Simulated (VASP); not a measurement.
# Ru (Fd-3m) in VASP: notebook, part 2 of 3

VASP 6.6.1. Earlier steps stand in the parts before.

## Step 3: Relaxation of cell and atoms, LDA, target pressure 5 GPa, at which the enthalpy is minimised

Input file INCAR:

```
PREC     = Accurate       # precision mode
ENCUT    = 500            # plane-wave cutoff, eV
EDIFF    = 1E-7           # SCF threshold, eV
ISMEAR   = -1             # smearing method
SIGMA    = 0.1            # smearing width, eV
LREAL    = False          # projectors in reciprocal space
LASPH    = True           # aspherical terms in the spheres
NELM     = 120            # most SCF steps
ALGO     = Normal         # electronic algorithm
ISIF     = 3              # what is computed and relaxed
LWAVE    = False          # write WAVECAR
LCHARG   = False          # write CHGCAR
GGA      = CA             # functional
IBRION   = 2              # ionic algorithm
NSW      = 80             # ionic steps
EDIFFG   = -0.02          # ionic threshold
PSTRESS  = 50.0         
GGA_COMPAT= False        
NELMIN   = 4
```

Input file KPOINTS:

```
Automatic mesh
0
Gamma
  7 7 7
```

Input file POSCAR:

```
Ru
1.0
    0.0000000000      2.6050000000      2.6050000000
    2.6050000000      0.0000000000      2.6050000000
    2.6050000000      2.6050000000      0.0000000000
Ru
2
Direct
    1.0000000000      1.0000000000      1.0000000000
    0.2500000000      0.2500000000      0.2500000000
```

Potentials or basis: VASP PAW LDA potentials, release 64 (Ru_pv).

Started as:

```console
$ cat potpaw_LDA.64/Ru_pv/POTCAR > POTCAR
$ mpirun -np 1 vasp_std > vasp.out
```

OUTCAR:

```text
PREC = Accurate
   ENCUT = 500
   EDIFF = 1E-7
   ISMEAR = -1
   LREAL = False
   LASPH = True
   NELM = 120
   ISIF = 3
   GGA = CA
   IBRION = 2
   NSW = 80
   EDIFFG = -0.02
   PSTRESS = 50.0
   NELMIN = 4

 ion  position               nearest neighbor table
   1  0.000  0.000  0.000-   2 2.26   2 2.26   2 2.26   2 2.26
   2  0.250  0.250  0.250-   1 2.26   1 2.26   1 2.26   1 2.26

  LATTYP: Found a face centered cubic cell.
 ALAT       =     5.2100000000

  Lattice vectors:

 A1 = (   0.0000000000,   2.6050000000,   2.6050000000)
 A2 = (   2.6050000000,   0.0000000000,   2.6050000000)
 A3 = (   2.6050000000,   2.6050000000,   0.0000000000)

Analysis of symmetry for initial positions (statically):
=====================================================================
 Subroutine PRICEL returns:
 Original cell was already a primitive cell.

 Routine SETGRP: Setting up the symmetry group for a
 face centered cubic supercell.

 Subroutine GETGRP returns: Found 48 space group operations
 (whereof 24 operations were pure point group operations)
 out of a pool of 48 trial point group operations.

The static configuration has the point symmetry T_d .
 The point group associated with its full space group is O_h .

Analysis of symmetry for dynamics (positions and initial velocities):
=====================================================================
 Subroutine PRICEL returns:
 Original cell was already a primitive cell.

 Routine SETGRP: Setting up the symmetry group for a
 face centered cubic supercell.

 Subroutine GETGRP returns: Found 48 space group operations
 (whereof 24 operations were pure point group operations)
 out of a pool of 48 trial point group operations.

The dynamic configuration has the point symmetry T_d .
 The point group associated with its full space group is O_h .

 Subroutine INISYM returns: Found 48 space group operations
 (whereof 24 operations are pure point group operations),
 and found     1 'primitive' translations

----------------------------------------------------------------------------------------

                                     Primitive cell

  volume of cell :      35.3552

  direct lattice vectors                    reciprocal lattice vectors
     0.000000000  2.605000000  2.605000000    -0.191938580  0.191938580  0.191938580
     2.605000000  0.000000000  2.605000000     0.191938580 -0.191938580  0.191938580
     2.605000000  2.605000000  0.000000000     0.191938580  0.191938580 -0.191938580

  length of vectors
     3.684026330  3.684026330  3.684026330     0.332447372  0.332447372  0.332447372

  position of ions in fractional coordinates (direct lattice)
     0.000000000  0.000000000  0.000000000
     0.250000000  0.250000000  0.250000000

  ion indices of the primitive-cell ions
   primitive index   ion index
                 1           1
                 2           2

----------------------------------------------------------------------------------------

 KPOINTS: Automatic mesh

Automatic generation of k-mesh.
 Grid dimensions read from file:
 generate k-points for:    7    7    7

 Generating k-lattice:

  Cartesian coordinates                     Fractional coordinates (reciprocal lattice)
    -0.027419797  0.027419797  0.027419797     0.142857143  0.000000000  0.000000000
     0.027419797 -0.027419797  0.027419797     0.000000000  0.142857143  0.000000000
     0.027419797  0.027419797 -0.027419797     0.000000000  0.000000000  0.142857143

  Length of vectors
     0.047492482  0.047492482  0.047492482

  Shift w.r.t. Gamma in fractional coordinates (k-lattice)
     0.000000000  0.000000000  0.000000000

 Subroutine IBZKPT returns following result:
 ===========================================

 Found     20 irreducible k-points:

 Following reciprocal coordinates:
            Coordinates               Weight
  0.000000  0.000000  0.000000      1.000000
  0.142857  0.000000  0.000000      8.000000
  0.285714  0.000000  0.000000      8.000000
  0.428571  0.000000  0.000000      8.000000
  0.142857  0.142857  0.000000      6.000000
  0.285714  0.142857  0.000000     24.000000
[... 12 lines left out ...]
 -0.428571  0.428571  0.142857     24.000000
 -0.285714  0.428571  0.142857     24.000000
   k-points           NKPTS =     20   k-points in BZ     NKDIM =     20   number of bands    NBANDS=     18
   number of dos      NEDOS =    301   number of ions     NIONS =      2
   total plane-waves  NPLWV =  21952
   dimension x,y,z NGX =    28 NGY =   28 NGZ =   28
   dimension x,y,z NGXF=    56 NGYF=   56 NGZF=   56
   ions per type =               2
   NGX,Y,Z   is equivalent  to a cutoff of  12.64, 12.64, 12.64 a.u.
   NGXF,Y,Z  is equivalent  to a cutoff of  25.27, 25.27, 25.27 a.u.
 SYSTEM =  unknown system
   PREC   = accura    normal or accurate (medium, high low for compatibility)
   ISTART =      0    job   : 0-new  1-cont  2-samecut
   ICHARG =      2    charge: 1-file 2-atom 10-const
   ISPIN  =      1    spin polarized calculation?
   LNONCOLLINEAR =      F non collinear calculations
   LSORBIT =      F    spin-orbit coupling
   LASPH  =      T    aspherical Exc in radial PAW
   ENCUT  =  500.0 eV  36.75 Ry    6.06 a.u.   6.72  6.72  6.72*2*pi/ulx,y,z
   NELM   =    120;   NELMIN=  4; NELMDL= -5     # of ELM steps
   EDIFF  = 0.1E-06   stopping-criterion for ELM
   LREAL  =      F    real-space projection
   EDIFFG = -.2E-01   stopping-criterion for IOM
   NSW    =     80    number of steps for IOM
   IBRION =      2    ionic relax: 0-MD 1-quasi-New 2-CG
   NFREE  =      1    steps in history (QN), initial steepest desc. (CG)
   ISIF   =      3    stress and relaxation
   ISYM   =      2    0-nonsym 1-usesym 2-fastsym
   POTIM  = 0.5000    time-step for ionic-motion
   TEBEG  =    0.0;   TEEND  =   0.0 temperature during run
   PSTRESS=   50.0 pullay stress
   NELECT =      28.0000    total number of electrons
   NUPDOWN=      -1.0000    fix difference up-down
   EMIN   =  10.00;   EMAX   =-10.00  energy-range for DOS
   EFERMI =   0.00;   METHOD = LEGACY
   ISMEAR =    -1;   SIGMA  =   0.10  broadening in eV -4-tet -1-fermi 0-gaus
   EFERMI_NEDOS =   21; number of points for ismear=-14 and -15
   IALGO  =     38    algorithm
   IMIX   =      4    mixing-type and parameters
     AMIX     =   0.40;   BMIX     =  1.00
     AMIX_MAG =   1.60;   BMIX_MAG =  1.00
  volume/ion in A,a.u.               =      17.68       119.29
  Fermi-wavevector in a.u.,A,eV,Ry     =   1.514641  2.862257 31.213644  2.294138
  Thomas-Fermi vector in A             =   2.624272
   LORBIT       =      0    0 simple, 1 ext, 2 COOP (PROOUT), +10 PAW based schemes
   GGA     = CA    functional components
   LHFCALC =     F    Hartree Fock is set to
   AEXX    =    0.0000 exact exchange contribution
   IVDW    =     0    specifies the selected vdW correction
   LEPSILON=     F    determine dielectric tensor
   LRPA    =     F    only Hartree local field effects (RPA)
 conjugate gradient relaxation of ions
 non-spin polarized calculation
  energy-cutoff  :      500.00
  volume of cell :       35.36
 maximum number of plane-waves:       911
   NGX = 13   NGY = 13   NGZ = 13

--------------------------------------- Ionic step        1  -------------------------------------------

 number of electron      27.9999999 magnetization

 Free energy of the ion-electron system (eV)
  ---------------------------------------------------
  ext. energy  EPLUGINS =         0.00000000
  ---------------------------------------------------
  free energy    TOTEN  =       -18.41294342 eV

  energy without entropy =      -18.35418288  energy(sigma->0) =      -18.38356315

------------------------ aborting loop because EDIFF is reached ----------------------------------------

  FORCE on cell =-STRESS in cart. coord.  units (eV):
  Direction    XX          YY          ZZ          XY          YZ          ZX
  --------------------------------------------------------------------------------------
  -------------------------------------------------------------------------------------
  Total        4.6115814      4.6115814      4.6115814     -0.0000000     -0.0000000      0.0000000
  in kB      208.9812316    208.9812316    208.9812316     -0.0000000     -0.0000000      0.0000000
  external PRESSURE =     158.9812316 kB  Pullay stress =      50.0000000 kB
[... 99 lines left out ...]
  enthalpy is  TOTEN    =       -17.4178771176 eV   P V=        1.1815171226

--------------------------------------- Ionic step        4  -------------------------------------------

 number of electron      28.0000007 magnetization

 Free energy of the ion-electron system (eV)
  ---------------------------------------------------
  ext. energy  EPLUGINS =         0.00000000
  ---------------------------------------------------
  free energy    TOTEN  =       -18.59477680 eV

  energy without entropy =      -18.53215897  energy(sigma->0) =      -18.56346788

 E-fermi :   7.7502     XC(G=0): -12.0387

 val. band max:        7.6881377779   @ k =   0.4286   0.2857   0.0000
 cond. band min:       7.7594719113   @ k =   0.2857   0.1429   0.0000
 fundamental gap:      0.0713341335
 Fermi energy:         7.7501529641

 k-point     1 :       0.0000    0.0000    0.0000
  band No.  band energies     occupation
      1     -35.3900      2.00000
      2     -35.3900      2.00000
      3     -35.3900      2.00000
      4     -34.3116      2.00000
      5     -34.3116      2.00000
      6     -34.3116      2.00000
[... 10 lines left out ...]
     17       9.8787      0.00000
     18      18.1704      0.00000
[... 426 lines left out ...]
  FREE ENERGIE OF THE ION-ELECTRON SYSTEM (eV)
  ---------------------------------------------------
  free  energy   TOTEN  =       -18.5947767991 eV

  energy  without entropy=      -18.5321589652  energy(sigma->0) =      -18.56346788

  enthalpy is  TOTEN    =       -17.4184607270 eV   P V=        1.1763160721

 reached required accuracy - stopping structural energy minimisation
```

Wall time 41 s (1 thread of Intel Xeon 6975P-C (Granite Rapids), shared host); peak memory 0.14 GiB.

What came out:

- Free energy: -18.5948 eV
- Relaxed volume: 18.85 Å³/atom
- Relaxed cell: a = 3.764 Å, b = 3.764 Å, c = 3.764 Å, α = 60.00°, β = 60.00°, γ = 60.00°
- Space group after relaxing (to 0.1 Å): Fd-3m (No. 227)
- Energy change on relaxing (the run minimises the enthalpy): -90.9 meV/atom
- Ionic steps: 4
- Pressure after relaxing: 4.9 GPa
- Band gap on the k mesh: zero (bands 14 and 15 overlap by 1.00 eV)

The path:
| step | energy change (eV) | largest force (eV/Å) | pressure (GPa) | volume (Å³) |
| --- | --- | --- | --- | --- |
| 1 | 0.0000 | 0.0000 | 20.90 | 35.36 |
| 2 | 0.2982 | 0.0000 | -21.02 | 45.11 |
| 3 | -0.1865 | 0.0000 | 3.97 | 37.86 |
| 4 | -0.1818 | 0.0000 | 4.91 | 37.69 |

Final structure:
```
Ru
1.0
     0.00000    2.66120    2.66120
     2.66120    0.00000    2.66120
     2.66120    2.66120    0.00000
Ru
2
Direct
  0.00000 0.00000 0.00000
  0.25000 0.25000 0.25000
```

Caveat: the cell is relaxed towards a set pressure, so the run minimises the enthalpy, not the energy.

## Step 4: Relaxation of cell and atoms, LDA, target pressure 10 GPa, at which the enthalpy is minimised

Input file INCAR:

```
ALGO = Normal
EDIFF = 1E-7
EDIFFG = -0.02
ENCUT = 500
GGA_COMPAT = False
IBRION = 2
ISIF = 3
ISMEAR = -1
LASPH = True
LCHARG = False
LREAL = False
LWAVE = False
NELM = 120
NELMIN = 4
NSW = 80
PREC = Accurate
PSTRESS = 100.0
SIGMA = 0.1
```

Input file KPOINTS:

```
k-points
0
Gamma
  7 7 7
```

POSCAR is that of step 3.

Started as:

```console
$ cat potpaw_LDA.64/Ru_pv/POTCAR > POTCAR
$ mpirun -np 1 vasp_std > vasp.out
```

Wall time 33 s (1 thread of Intel Xeon 6975P-C (Granite Rapids), shared host); peak memory 0.14 GiB.

It converged, with:

```
Free energy                                                : -18.5566 eV
Relaxed volume                                             : 18.43 Å³/atom
Relaxed cell                                               : a = 3.736 Å, b = 3.736 Å, c = 3.736 Å, α = 60.00°, β = 60.00°, γ = 60.00°
Space group after relaxing (to 0.1 Å)                      : Fd-3m (No. 227)
Energy change on relaxing (the run minimises the enthalpy) : -71.8 meV/atom
Ionic steps                                                : 4
Pressure after relaxing                                    : 10.0 GPa
Band gap on the k mesh                                     : zero (bands 14 and 15 overlap by 1.03 eV)
```

The path:
```csv
step,energy change (eV),largest force (eV/Å),pressure (GPa),volume (Å³)
1,0.0000,0.0000,20.90,35.36
2,-0.0525,0.0000,-13.02,41.87
3,-0.1484,0.0000,9.46,36.94
4,-0.1436,0.0000,9.97,36.86
```

Final structure:
```xyz
2
Lattice="0.0000 2.6416 2.6416 2.6416 0.0000 2.6416 2.6416 2.6416 0.0000" Properties=species:S:1:pos:R:3 pbc="T T T"
Ru    0.0000    0.0000    0.0000
Ru    1.3208    1.3208    1.3208
```

Levels at points of the mesh, in eV from the Fermi level:
```tsv
k point	band 11	band 12	band 13	band 14	band 15	band 16	band 17	band 18
(0.00, 0.00, 0.00)	-3.50	-3.50	-0.51	-0.51	-0.51	2.21	2.21	10.41
```

Caveat: the cell is relaxed towards a set pressure, so the run minimises the enthalpy, not the energy.

(Part 2 of 3 ends here.)
